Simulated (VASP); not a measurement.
# Re (P6_3/mmc) in VASP: a series of runs

Aim: see how the results for Re move with the level of theory and the settings. Levels: PBE+D3(BJ), revPBE, BLYP+D3(BJ). Tasks: single point.

Everything below comes from runs of VASP 6.6.1. Logs are shortened: lines on timing, memory, paths and dates and some standing lists are left out, and cuts for length are marked.

## Step 1: The cell of the first run

It takes space group P6_3/mmc (No. 194, hexagonal). The conventional cell has a = 2.704 Å, b = 2.704 Å, c = 4.367 Å, α = 90.00°, β = 90.00°, γ = 120.00°. Re (site symmetry -6m2) has 12 Re at 2.68 to 2.70 Å within 3.5 Å.

## Step 2: Single point, PBE+D3(BJ)

File INCAR:

```
ALGO = Normal ; EDIFF = 1E-6
ENCUT = 520 ; GGA = PE
ISIF = 2 ; ISMEAR = -1
IVDW = 12 ; LASPH = T
LCHARG = T ; LELF = T
LREAL = F ; LVHAR = T
LWAVE = F ; NBANDS = 14
NELM = 60 ; PREC = Accurate
SIGMA = 0.05
```

File KPOINTS:

```
k-points
0
Gamma
  11 11 6
```

File POSCAR:

```
Re
1.0
    2.7044413289      0.0000000000      0.0000000000
   -1.3522206645      2.3421148939      0.0000000000
    0.0000000000      0.0000000000      4.3671907899
Re
2
Direct
    0.6666666667      0.3333333333      0.7500000000
    0.3333333333      0.6666666667      0.2500000000
```

Potentials or basis: VASP PAW PBE potentials, release 64 (Re).

On the command line:

```console
$ cat potpaw_PBE.64/Re/POTCAR > POTCAR
$ mpirun -np 1 vasp_std > vasp.out
```

OUTCAR:

```text
EDIFF = 1E-6
   ENCUT = 520
   GGA = PE
   ISIF = 2
   ISMEAR = -1
   IVDW = 12
   LASPH = T
   LREAL = F
   NELM = 60
   PREC = Accurate
 IVDW          = 12

 ion  position               nearest neighbor table
   1  0.667  0.333  0.750-   2 2.68   2 2.68   2 2.68   2 2.68   2 2.68   2 2.68
   2  0.333  0.667  0.250-   1 2.68   1 2.68   1 2.68   1 2.68   1 2.68   1 2.68

  LATTYP: Found a hexagonal cell.
 ALAT       =     2.7044413289
 C/A-ratio  =     1.6148217908

  Lattice vectors:

 A1 = (   2.7044413289,   0.0000000000,   0.0000000000)
 A2 = (  -1.3522206645,   2.3421148939,   0.0000000000)
 A3 = (   0.0000000000,   0.0000000000,   4.3671907899)

Analysis of symmetry for initial positions (statically):
=====================================================================
 Subroutine PRICEL returns:
 Original cell was already a primitive cell.

 Routine SETGRP: Setting up the symmetry group for a
 hexagonal supercell.

 Subroutine GETGRP returns: Found 24 space group operations
 (whereof 12 operations were pure point group operations)
 out of a pool of 24 trial point group operations.

The static configuration has the point symmetry D_3d.
 The point group associated with its full space group is D_6h.

Analysis of symmetry for dynamics (positions and initial velocities):
=====================================================================
 Subroutine PRICEL returns:
 Original cell was already a primitive cell.

 Routine SETGRP: Setting up the symmetry group for a
 hexagonal supercell.

 Subroutine GETGRP returns: Found 24 space group operations
 (whereof 12 operations were pure point group operations)
 out of a pool of 24 trial point group operations.

The dynamic configuration has the point symmetry D_3d.
 The point group associated with its full space group is D_6h.

 Subroutine INISYM returns: Found 24 space group operations
 (whereof 12 operations are pure point group operations),
 and found     1 'primitive' translations

----------------------------------------------------------------------------------------

                                     Primitive cell

  volume of cell :      27.6623

  direct lattice vectors                    reciprocal lattice vectors
     2.704441329  0.000000000  0.000000000     0.369762135  0.213482268  0.000000000
    -1.352220664  2.342114894  0.000000000     0.000000000  0.426964536  0.000000000
     0.000000000  0.000000000  4.367190790     0.000000000  0.000000000  0.228980150

[... 93 lines left out ...]
   PSTRESS=    0.0 pullay stress
   NELECT =      14.0000    total number of electrons
   NUPDOWN=      -1.0000    fix difference up-down
   EMIN   =  10.00;   EMAX   =-10.00  energy-range for DOS
   EFERMI =   0.00;   METHOD = LEGACY
   ISMEAR =    -1;   SIGMA  =   0.05  broadening in eV -4-tet -1-fermi 0-gaus
   EFERMI_NEDOS =   21; number of points for ismear=-14 and -15
   IALGO  =     38    algorithm
   IMIX   =      4    mixing-type and parameters
     AMIX     =   0.40;   BMIX     =  1.00
     AMIX_MAG =   1.60;   BMIX_MAG =  1.00
  volume/ion in A,a.u.               =      13.83        93.34
  Fermi-wavevector in a.u.,A,eV,Ry     =   1.304633  2.465398 23.158014  1.702066
  Thomas-Fermi vector in A             =   2.435555
   LORBIT       =      0    0 simple, 1 ext, 2 COOP (PROOUT), +10 PAW based schemes
   GGA     = PE    functional components
   LHFCALC =     F    Hartree Fock is set to
   AEXX    =    0.0000 exact exchange contribution
   IVDW    =    12    specifies the selected vdW correction
   LEPSILON=     F    determine dielectric tensor
   LRPA    =     F    only Hartree local field effects (RPA)
 non-spin polarized calculation
  energy-cutoff  :      520.00
  volume of cell :       27.66
 maximum number of plane-waves:       768
 NGX is ok and might be reduce to    20
   NGX =  9   NGY =  9   NGZ = 17

 number of electron      14.0000000 magnetization

 Free energy of the ion-electron system (eV)
  ---------------------------------------------------
  ext. energy  EPLUGINS =         0.00000000
  ---------------------------------------------------
  free energy    TOTEN  =       -24.63675443 eV

  energy without entropy =      -24.62500913  energy(sigma->0) =      -24.63088178

 E-fermi :   8.6928     XC(G=0): -14.0739

 val. band max:        8.6403155128   @ k =   0.1818  -0.0000   0.1667
 cond. band min:       8.6936601081   @ k =   0.3636   0.0000   0.3333
 fundamental gap:      0.0533445953
 Fermi energy:         8.6927628866

 k-point     1 :       0.0000    0.0000    0.0000
  band No.  band energies     occupation
      1      -1.6232      2.00000
      2       1.5778      2.00000
      3       6.9184      2.00000
      4       6.9184      2.00000
      5       6.9290      2.00000
      6       7.8436      2.00000
      7       7.8436      2.00000
      8       8.8606      0.06730
      9       8.8606      0.06730
     10       9.4395      0.00000
     11      12.3298      0.00000
     12      12.3298      0.00000
     13      19.5381      0.00000
     14      22.8901      0.00000
[... 377 lines left out ...]
      1       0.8359      2.00000
      2       3.3972      2.00000
      3       4.8335      2.00000
      4       5.1657      2.00000
      5       6.5253      2.00000
      6       7.2926      2.00000
      7       7.9680      2.00000
      8       8.9764      0.00686
      9       9.7574      0.00000
     10      10.1921      0.00000
     11      12.7970      0.00000
     12      16.1195      0.00000
     13      20.6388      0.00000
     14      25.4341      0.00000

 [... further k-points ...]

------------------------ aborting loop because EDIFF is reached ----------------------------------------

 Edisp (eV)   -1.39670

 E8    (eV) :    -0.7036

  FORCE on cell =-STRESS in cart. coord.  units (eV):
  Direction    XX          YY          ZZ          XY          YZ          ZX
  --------------------------------------------------------------------------------------
  -------------------------------------------------------------------------------------
  Total       4.36541     4.36541     4.41956    -0.00000     0.00000     0.00000
  in kB     252.84132   252.84132   255.97747    -0.00000     0.00000     0.00000
  external pressure =      253.89 kB  Pullay stress =        0.00 kB

 VOLUME and BASIS-vectors are now :
 -----------------------------------------------------------------------------
  energy-cutoff  :      520.00
  volume of cell :       27.66
      direct lattice vectors                 reciprocal lattice vectors
     2.704441329  0.000000000  0.000000000     0.369762135  0.213482268  0.000000000
    -1.352220664  2.342114894  0.000000000     0.000000000  0.426964536  0.000000000
     0.000000000  0.000000000  4.367190790     0.000000000  0.000000000  0.228980150

 POSITION                                       TOTAL-FORCE (eV/Angst)
 -----------------------------------------------------------------------------------
      1.35222      0.78070      3.27539         0.000000     -0.000000      0.000000
     -0.00000      1.56141      1.09180        -0.000000      0.000000      0.000000
 -----------------------------------------------------------------------------------
    total drift:                               -0.000000      0.000000     -0.000000

  FREE ENERGIE OF THE ION-ELECTRON SYSTEM (eV)
  ---------------------------------------------------
  free  energy   TOTEN  =       -26.0334511784 eV

  energy  without entropy=      -26.0217058762  energy(sigma->0) =      -26.02757853
```

OSZICAR:

```text
N       E                     dE             d eps       ncg     rms          rms(c)
DAV:   1     0.218560112414E+02    0.21856E+02   -0.69322E+03  3568   0.129E+03
DAV:   2    -0.248287949641E+02   -0.46685E+02   -0.41382E+02  2892   0.301E+02
DAV:   3    -0.259166583104E+02   -0.10879E+01   -0.10424E+01  2870   0.448E+01
DAV:   4    -0.259257222182E+02   -0.90639E-02   -0.90563E-02  2668   0.267E+00
DAV:   5    -0.259258898792E+02   -0.16766E-03   -0.16763E-03  2864   0.691E-01    0.481E+01
DAV:   6    -0.250021016042E+02    0.92379E+00   -0.58047E-01  3114   0.213E+01    0.215E+01
DAV:   7    -0.246472393596E+02    0.35486E+00   -0.49891E-01  3122   0.191E+01    0.434E-01
DAV:   8    -0.246376615946E+02    0.95778E-02   -0.64599E-03  2696   0.623E-01    0.136E-01
DAV:   9    -0.246367357261E+02    0.92587E-03   -0.49214E-04  3264   0.230E-01    0.414E-02
DAV:  10    -0.246367534653E+02   -0.17739E-04   -0.51109E-05  2864   0.644E-02    0.129E-02
DAV:  11    -0.246367548651E+02   -0.13998E-05   -0.18339E-07  1776   0.151E-02    0.317E-03
DAV:  12    -0.246367544339E+02    0.43123E-06   -0.13054E-07  1322   0.935E-03
   1 F= -.26033451E+02 E0= -.26027579E+02  d E =-.117453E-01
```

It took 17 s on 1 thread of Intel Xeon Platinum 8375C at 2.90GHz (Ice Lake), shared host; peak memory 0.16 GiB.

What came out:

| Property | Result |
| --- | --- |
| Free energy | -26.0335 eV |
| Pressure | 25.4 GPa |
| Band gap on the k mesh | zero (band 7 reaches 10.22 eV, above the bottom of band 8 at 6.78 eV) |
| Dispersion energy per atom | -0.698 eV |

Caveat: spin-orbit coupling is left out, which moves the levels of the heavy elements; pairwise dispersion overbinds metals, which lowers pressure and volume.

## Step 3: Single point, revPBE

File INCAR:

```
PREC = Accurate
ENCUT = 520
EDIFF = 1E-6
ISMEAR = -1
SIGMA = 0.05
LREAL = False
LASPH = True
NELM = 60
ALGO = Normal
ISIF = 2
LWAVE = False
LCHARG = False
GGA = RE
NBANDS = 14
```

File KPOINTS:

```
Automatic mesh
0
Gamma
  11 11 6
```

POSCAR is that of step 2.

Potentials or basis: VASP PAW PBE potentials, release 64 (Re).

On the command line:

```console
$ cat potpaw_PBE.64/Re/POTCAR > POTCAR
$ mpirun -np 1 vasp_std > vasp.out
```

Run time: 16 s. Hardware: 1 thread of Intel Xeon Platinum 8375C at 2.90GHz (Ice Lake), shared host; peak memory 0.15 GiB.

Results (log left out):

* Free energy: -23.6269 eV
* Pressure: 36.6 GPa
* Band gap on the k mesh: zero (band 7 reaches 10.27 eV, above the bottom of band 8 at 6.84 eV)

Stress tensor (GPa, compression positive):
```
36.44  0.00  0.00
 0.00 36.44  0.00
 0.00  0.00 36.87
```

Levels at points of the mesh, in eV from the Fermi level:
```tsv
k point	band 3	band 4	band 5	band 6	band 7	band 8	band 9	band 10	band 11	band 12
(0.00, 0.00, 0.00)	-1.77	-1.77	-1.76	-0.85	-0.85	0.17	0.17	0.73	3.64	3.64
(0.00, 0.00, 0.50)	-2.58	-2.58	-1.91	-1.91	-1.91	-1.91	2.77	2.77	2.77	2.77
```

Caveat: the PAW data sets were made with another functional, which shifts forces and pressure a little; spin-orbit coupling is left out, which moves the levels of the heavy elements.

## Step 4: Single point, BLYP+D3(BJ)

File INCAR:

```
PREC = Accurate
ENCUT = 520
EDIFF = 1E-6
ISMEAR = -1
SIGMA = 0.05
LREAL = False
LASPH = True
NELM = 80
ALGO = Normal
ISIF = 2
LWAVE = False
LCHARG = False
GGA = B5
ALDAX = 1.0
AGGAX = 1.0
AGGAC = 1.0
ALDAC = 0.0
IVDW = 12
VDW_S6 = 1.0
VDW_S8 = 2.6996
VDW_A1 = 0.4298
VDW_A2 = 4.2359
NBANDS = 14
```

File KPOINTS:

```
regular mesh
0
Gamma
  11 11 6
```

POSCAR is that of step 3.

On the command line:

```console
$ cat potpaw_PBE.64/Re/POTCAR > POTCAR
$ mpirun -np 1 vasp_std > vasp.out
```

Run time: 21 s. Hardware: 1 thread of Intel Xeon Platinum 8375C at 2.90GHz (Ice Lake), shared host; peak memory 0.16 GiB.

The run converged. Its results:

```yaml
Free_energy: -24.4184 eV
Pressure: 31.6 GPa
Band_gap_on_the_k_mesh: zero (band 7 reaches 11.10 eV, above the bottom of band 8 at 7.35 eV)
Dispersion_energy_per_atom: -1.700 eV
```

Stress tensor (GPa, compression positive):
```
31.79  0.00  0.00
 0.00 31.79  0.00
 0.00  0.00 31.08
```

Levels at points of the mesh, in eV from the Fermi level:
```csv
k point,band 3,band 4,band 5,band 6,band 7,band 8,band 9,band 10,band 11,band 12
"(0.00, 0.00, 0.00)",-1.84,-1.84,-1.84,-0.92,-0.92,0.09,0.09,1.06,3.57,3.57
"(0.00, 0.00, 0.50)",-2.56,-2.56,-1.98,-1.98,-1.98,-1.98,2.68,2.68,2.68,2.68
```

Caveat: the PAW data sets were made with another functional, which shifts forces and pressure a little; spin-orbit coupling is left out, which moves the levels of the heavy elements; pairwise dispersion overbinds metals, which lowers pressure and volume.

## Step 5: Summary

| level | gap on the mesh (eV) | pressure (GPa) |
| --- | --- | --- |
| PBE+D3(BJ) | none | 25.4 |
| revPBE | none | 36.6 |
| BLYP+D3(BJ) | none | 31.6 |

Alike in all rows: task single point; potentials or basis VASP PAW PBE potentials, release 64 (Re); no spin polarisation; cell as given; k mesh 11 × 11 × 6; cutoff (eV) 520; smearing fermi-dirac 0.05 eV.

Every run on the cell as given and a fine mesh finds a metal. The pressure there spans 25.4 GPa (PBE+D3(BJ)) to 36.6 GPa (revPBE); a positive pressure means that this level wants a larger cell, a negative one a smaller.

Caveats: spin-orbit coupling is left out, which moves the levels of the heavy elements; pairwise dispersion overbinds metals, which lowers pressure and volume (some runs); the PAW data sets were made with another functional, which shifts forces and pressure a little (some runs).

Absolute energies hang on the potentials; compare differences alone.
